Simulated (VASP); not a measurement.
# AlCo3 (Pm-3m) in VASP: further runs, part 2 of 2

VASP 6.6.1. Earlier steps stand in the parts before.

### 3 Single point, r2SCAN, collinear spin, ferromagnetic start (volume scaled by 1.03)

POSCAR reads:

```
AlCo3
1.0
    3.6219006126      0.0000000000      0.0000000000
    0.0000000000      3.6219006126      0.0000000000
    0.0000000000      0.0000000000      3.6219006126
Al Co
1 3
Direct
    0.0000000000      0.0000000000      0.0000000000
    0.5000000000      0.5000000000      0.0000000000
    0.5000000000      0.0000000000      0.5000000000
    0.0000000000      0.5000000000      0.5000000000
```

INCAR.step1 reads:

```
  PREC = Accurate
  ENCUT = 520
  ISMEAR = 0
  SIGMA = 0.1
  LREAL = False
  LASPH = True
  NELM = 150
  ISPIN = 2
  MAGMOM = 0 1.78 1.78 1.78
  LMAXMIX = 4
  NBANDS = 27
  GGA = PE
  ALGO = Normal
  EDIFF = 1E-4
  LWAVE = True
  LCHARG = False
```

INCAR.step2 reads:

```
  PREC = Accurate
  ENCUT = 520
  EDIFF = 1E-6
  ISMEAR = 0
  SIGMA = 0.1
  LREAL = False
  LASPH = True
  NELM = 150
  ALGO = Normal
  ISIF = 2
  LWAVE = False
  LCHARG = False
  ISPIN = 2
  MAGMOM = 0 1.78 1.78 1.78
  LORBIT = 11
  LMAXMIX = 4
  METAGGA = R2SCAN
  LMIXTAU = True
  NBANDS = 27
  ISTART = 1
```

KPOINTS reads:

```
Automatic mesh
0
Gamma
  12 12 12
```

Potentials or basis: VASP PAW PBE potentials, release 64 (Al, Co).

Started as:

```bash
$ cat potpaw_PBE.64/Al/POTCAR potpaw_PBE.64/Co/POTCAR > POTCAR
$ cp INCAR.step1 INCAR
$ mpirun -np 1 vasp_std > vasp.out
$ cp INCAR.step2 INCAR
$ mpirun -np 1 vasp_std > vasp.out
```

OUTCAR:

```text
PREC = Accurate
   ENCUT = 520
   EDIFF = 1E-6
   ISMEAR = 0
   LREAL = False
   LASPH = True
   NELM = 150
   ISIF = 2
   ISPIN = 2
   LORBIT = 11
   METAGGA = R2SCAN
   ISTART = 1

 ion  position               nearest neighbor table
   1  0.000  0.000  0.000-   2 2.56   3 2.56   4 2.56   3 2.56   4 2.56   2 2.56   4 2.56   4 2.56
                             2 2.56   3 2.56   3 2.56   2 2.56
   2  0.500  0.500  0.000-   1 2.56   3 2.56   4 2.56   3 2.56   4 2.56   1 2.56   3 2.56   3 2.56
                             1 2.56   4 2.56   4 2.56   1 2.56
   3  0.500  0.000  0.500-   1 2.56   2 2.56   4 2.56   1 2.56   2 2.56   2 2.56   4 2.56   2 2.56
                             1 2.56   4 2.56   1 2.56   4 2.56
   4  0.000  0.500  0.500-   1 2.56   2 2.56   3 2.56   1 2.56   2 2.56   1 2.56   3 2.56   1 2.56
                             2 2.56   3 2.56   2 2.56   3 2.56

  LATTYP: Found a simple cubic cell.
 ALAT       =     3.6219006126

  Lattice vectors:

 A1 = (   3.6219006126,   0.0000000000,   0.0000000000)
 A2 = (   0.0000000000,   3.6219006126,   0.0000000000)
 A3 = (   0.0000000000,   0.0000000000,   3.6219006126)

Analysis of symmetry for initial positions (statically):
=====================================================================
 Subroutine PRICEL returns:
 Original cell was already a primitive cell.

 Routine SETGRP: Setting up the symmetry group for a
 simple cubic supercell.

 Subroutine GETGRP returns: Found 48 space group operations
 (whereof 48 operations were pure point group operations)
 out of a pool of 48 trial point group operations.

The static configuration has the point symmetry O_h .

Analysis of symmetry for dynamics (positions and initial velocities):
=====================================================================
 Subroutine PRICEL returns:
 Original cell was already a primitive cell.

 Routine SETGRP: Setting up the symmetry group for a
 simple cubic supercell.

 Subroutine GETGRP returns: Found 48 space group operations
 (whereof 48 operations were pure point group operations)
 out of a pool of 48 trial point group operations.

[... 170 lines left out ...]
 cond. band min:       9.9025755925   @ k =   0.5000   0.0833   0.0000
 fundamental gap:      0.0063406423
 Fermi energy:         9.9000327421

 spin component 1

 k-point     1 :       0.0000    0.0000    0.0000
  band No.  band energies     occupation
      1      -0.6963      1.00000
      2       3.8628      1.00000
      3       4.8876      1.00000
      4       4.8876      1.00000
      5       5.5907      1.00000
      6       5.5907      1.00000
[... 709 lines left out ...]
     26      22.3299      0.00000
     27      22.9939      0.00000

 [... further k-points ...]

 spin component 2

 k-point     1 :       0.0000    0.0000    0.0000
  band No.  band energies     occupation
      1      -0.9128      1.00000
      2       6.0911      1.00000
      3       6.6126      1.00000
      4       6.6134      1.00000
      5       6.6134      1.00000
      6       7.0112      1.00000
[... 709 lines left out ...]
     26      22.8683      0.00000
     27      23.1947      0.00000

 [... further k-points ...]

------------------------ aborting loop because EDIFF is reached ----------------------------------------

  FORCE on cell =-STRESS in cart. coord.  units (eV):
  Direction    XX          YY          ZZ          XY          YZ          ZX
  --------------------------------------------------------------------------------------
  -------------------------------------------------------------------------------------
  Total       -1.3161233     -1.3161233     -1.3161233      0.0000000     -0.0000000      0.0000000
  in kB      -44.3810491    -44.3810491    -44.3810491      0.0000000     -0.0000000      0.0000000
  external PRESSURE =     -44.3810491 kB  Pullay stress =       0.0000000 kB

 VOLUME and BASIS-vectors are now :
 -----------------------------------------------------------------------------
  energy-cutoff  :      520.00
  volume of cell :       47.51
      direct lattice vectors                 reciprocal lattice vectors
     3.621900613  0.000000000  0.000000000     0.276098134  0.000000000  0.000000000
     0.000000000  3.621900613  0.000000000     0.000000000  0.276098134  0.000000000
     0.000000000  0.000000000  3.621900613     0.000000000  0.000000000  0.276098134

 POSITION                                       TOTAL-FORCE (eV/Angst)
 -----------------------------------------------------------------------------------
      0.00000      0.00000      0.00000         0.000000      0.000000      0.000000
      1.81095      1.81095      0.00000         0.000000      0.000000      0.000000
      1.81095      0.00000      1.81095         0.000000      0.000000      0.000000
      0.00000      1.81095      1.81095         0.000000      0.000000      0.000000
 -----------------------------------------------------------------------------------
    total drift:                                0.000000      0.000000      0.000000

  FREE ENERGIE OF THE ION-ELECTRON SYSTEM (eV)
  ---------------------------------------------------
  free  energy   TOTEN  =       -47.1352363473 eV

  energy  without entropy=      -47.1244349556  energy(sigma->0) =      -47.12983565

 total charge

# of ion       s       p       d       tot
------------------------------------------
    1        0.405   0.419   0.000   0.824
    2        0.470   0.527   7.246   8.243
    3        0.470   0.527   7.246   8.243
    4        0.470   0.527   7.246   8.243
--------------------------------------------------
tot          1.814   1.999  21.739  25.553

 magnetization (x)

# of ion       s       p       d       tot
------------------------------------------
    1       -0.001  -0.033   0.000  -0.034
    2        0.014  -0.008   1.631   1.637
    3        0.014  -0.008   1.631   1.637
    4        0.014  -0.008   1.631   1.637
--------------------------------------------------
tot          0.041  -0.057   4.892   4.877
```

OUTCAR.step1:

```text
PREC = Accurate
   ENCUT = 520
   ISMEAR = 0
   LREAL = False
   LASPH = True
[... 1693 lines left out ...]
      0.00000      0.00000      0.00000         0.000000      0.000000      0.000000
      1.81095      1.81095      0.00000         0.000000      0.000000      0.000000
      1.81095      0.00000      1.81095         0.000000      0.000000      0.000000
      0.00000      1.81095      1.81095         0.000000      0.000000      0.000000
 -----------------------------------------------------------------------------------
    total drift:                                0.000000      0.000000      0.000000

  FREE ENERGIE OF THE ION-ELECTRON SYSTEM (eV)
  ---------------------------------------------------
  free  energy   TOTEN  =       -25.5413024906 eV

  energy  without entropy=      -25.5086846195  energy(sigma->0) =      -25.52499356
```

OSZICAR.step1:

```text
N       E                     dE             d eps       ncg     rms          rms(c)
DAV:   1     0.178074482661E+03    0.17807E+03   -0.12350E+04  9120   0.131E+03
DAV:   2    -0.197840604917E+02   -0.19786E+03   -0.18320E+03  9099   0.273E+02
DAV:   3    -0.296721837312E+02   -0.98881E+01   -0.93237E+01 10203   0.795E+01
DAV:   4    -0.298604732679E+02   -0.18829E+00   -0.18798E+00 10904   0.100E+01
DAV:   5    -0.298683294526E+02   -0.78562E-02   -0.78554E-02 11739   0.177E+00    0.190E+01
DAV:   6    -0.297846524498E+02    0.83677E-01   -0.36626E+01 10618   0.960E+01    0.182E+01
DAV:   7    -0.255816704955E+02    0.42030E+01   -0.11549E+01 10689   0.519E+01    0.404E+00
DAV:   8    -0.255782866077E+02    0.33839E-02   -0.22180E-01 10497   0.363E+00    0.191E+00
DAV:   9    -0.255470348842E+02    0.31252E-01   -0.27404E-02 12651   0.207E+00    0.794E-01
DAV:  10    -0.255419161042E+02    0.51188E-02   -0.66183E-03 12636   0.753E-01    0.228E-01
DAV:  11    -0.255413818634E+02    0.53424E-03   -0.14166E-03 11137   0.470E-01    0.112E-01
DAV:  12    -0.255413024906E+02    0.79373E-04   -0.73175E-04  5644   0.211E-01
   1 F= -.25541302E+02 E0= -.25524994E+02  d E =-.326179E-01  mag=     3.9037
```

It took 5.1 min on 1 thread of Intel Xeon 6975P-C (Granite Rapids), shared host; peak memory 0.29 GiB.

What came out:

| Quantity | Value |
| --- | --- |
| Free energy | -47.1352 eV |
| Pressure | -4.4 GPa |
| Net moment | 4.68 μB per cell |
| Site moments | Al -0.03; Co +1.64 μB |
| Valence electrons inside the program's atomic spheres | Al 0.82; Co 8.24 |

Caveat: the PAW data sets were made with another functional, which shifts forces and pressure a little.

### 4 Single point, r2SCAN, collinear spin, ferromagnetic start (volume scaled by 1.06)

POSCAR reads:

```
AlCo3
1.0
    3.6567287165      0.0000000000      0.0000000000
    0.0000000000      3.6567287165      0.0000000000
    0.0000000000      0.0000000000      3.6567287165
Al Co
1 3
Direct
    0.0000000000      0.0000000000      0.0000000000
    0.5000000000      0.5000000000      0.0000000000
    0.5000000000      0.0000000000      0.5000000000
    0.0000000000      0.5000000000      0.5000000000
```

INCAR.step1 reads:

```
ALGO = Normal ; EDIFF = 1E-4
ENCUT = 520 ; GGA = PE
ISMEAR = 0 ; ISPIN = 2
LASPH = T ; LCHARG = F
LMAXMIX = 4 ; LREAL = F
LWAVE = T ; MAGMOM = 0 1.78 1.78 1.78
NBANDS = 27 ; NELM = 150
PREC = Accurate ; SIGMA = 0.1
```

INCAR.step2 reads:

```
ALGO = Normal ; EDIFF = 1E-6
ENCUT = 520 ; ISIF = 2
ISMEAR = 0 ; ISPIN = 2
ISTART = 1 ; LASPH = T
LCHARG = F ; LMAXMIX = 4
LMIXTAU = T ; LORBIT = 11
LREAL = F ; LWAVE = F
MAGMOM = 0 1.78 1.78 1.78 ; METAGGA = R2SCAN
NBANDS = 27 ; NELM = 150
PREC = Accurate ; SIGMA = 0.1
```

KPOINTS reads:

```
k-points
0
Gamma
  12 12 12
```

Started as:

```bash
$ cat potpaw_PBE.64/Al/POTCAR potpaw_PBE.64/Co/POTCAR > POTCAR
$ cp INCAR.step1 INCAR
$ mpirun -np 1 vasp_std > vasp.out
$ cp INCAR.step2 INCAR
$ mpirun -np 1 vasp_std > vasp.out
```

Wall time 6.2 min (1 thread of Intel Xeon 6975P-C (Granite Rapids), shared host); peak memory 0.3 GiB.

It converged, with:

```
Free energy                                           : -47.0801 eV
Pressure                                              : -8.3 GPa
Net moment                                            : 4.78 μB per cell
Site moments                                          : Al -0.03; Co +1.67 μB
Valence electrons inside the program's atomic spheres : Al 0.81; Co 8.19
```

Levels at points of the mesh, in eV from the Fermi level:
Spin up:
| k point | band 13 | band 14 | band 15 | band 16 | band 17 | band 18 | band 19 | band 20 | band 21 | band 22 |
| --- | --- | --- | --- | --- | --- | --- | --- | --- | --- | --- |
| (0.00, 0.00, 0.00) | -1.93 | -1.02 | -1.02 | -1.02 | 0.29 | 0.29 | 0.29 | 5.79 | 5.79 | 6.20 |
| (0.50, 0.00, 0.00) | -2.58 | -2.42 | -2.09 | -2.09 | -1.02 | 4.85 | 4.85 | 4.97 | 4.97 | 5.82 |
| (0.50, 0.50, 0.00) | -2.90 | -2.62 | -1.92 | -1.77 | -1.27 | -0.27 | -0.27 | 7.49 | 7.57 | 7.57 |
| (0.50, 0.50, 0.50) | -2.46 | -1.87 | -1.87 | -1.43 | -1.43 | -1.43 | -0.77 | 2.70 | 3.34 | 3.34 |
Spin down:
| k point | band 11 | band 12 | band 13 | band 14 | band 15 | band 16 |
| --- | --- | --- | --- | --- | --- | --- |
| (0.00, 0.00, 0.00) | 0.29 | 0.29 | 0.29 | 0.48 | 0.48 | 0.48 |
| (0.50, 0.00, 0.00) | -0.82 | -0.82 | 0.09 | 0.48 | 0.69 | 0.98 |
| (0.50, 0.50, 0.00) | -0.57 | -0.51 | -0.42 | 0.40 | 0.60 | 0.67 |
| (0.50, 0.50, 0.50) | -1.00 | -0.69 | -0.69 | 0.63 | 0.63 | 0.63 |

Caveat: the PAW data sets were made with another functional, which shifts forces and pressure a little.

### 5 Overview

| cell | gap on the mesh (eV) | pressure (GPa) | moment (μB) |
| --- | --- | --- | --- |
| a = 3.586 Å, 4 atoms | none | -0.2 | 4.55 |
| a = 3.622 Å, 4 atoms | none | -4.4 | 4.68 |
| a = 3.657 Å, 4 atoms | none | -8.3 | 4.78 |

Alike in all rows: task single point; level r2SCAN; potentials or basis VASP PAW PBE potentials, release 64 (Al, Co); spin collinear, ferromagnetic start; k mesh 12 × 12 × 12; cutoff (eV) 520; smearing gaussian 0.1 eV.

Caveats: the PAW data sets were made with another functional, which shifts forces and pressure a little.

Absolute energies hang on the potentials; compare differences alone.
